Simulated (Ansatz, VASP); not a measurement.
## TePb in VASP and in Ansatz

```
Te Pb
1.0
     3.90724    0.00000    0.00000
     0.00000    3.90724    0.00000
     0.00000    0.00000    3.90724
Te Pb
1 1
Cartesian
  1.9536 1.9536 1.9536
  0.0000 0.0000 0.0000
```

Alike in both runs: task single point; functional PBEsol; k mesh 10 × 10 × 10; occupations fermi-dirac, width 0.05 eV; no spin polarisation.

|  | VASP | Ansatz |
| --- | --- | --- |
| version | VASP 6.6.1 | Ansatz 0.2.0 |
| potentials or method | VASP PAW PBE potentials, release 64 (Te, Pb_d), cutoff 520 eV | all-electron LAPW, scalar-relativistic |

```tsv
	VASP	Ansatz	Ansatz less VASP
pressure (GPa)	0.0	0.0	+0.04
```

VASP's potentials were made for PBE, not for PBEsol. Ansatz ran all-electron here, and VASP with PAW potentials.

Spin-orbit coupling is off throughout.
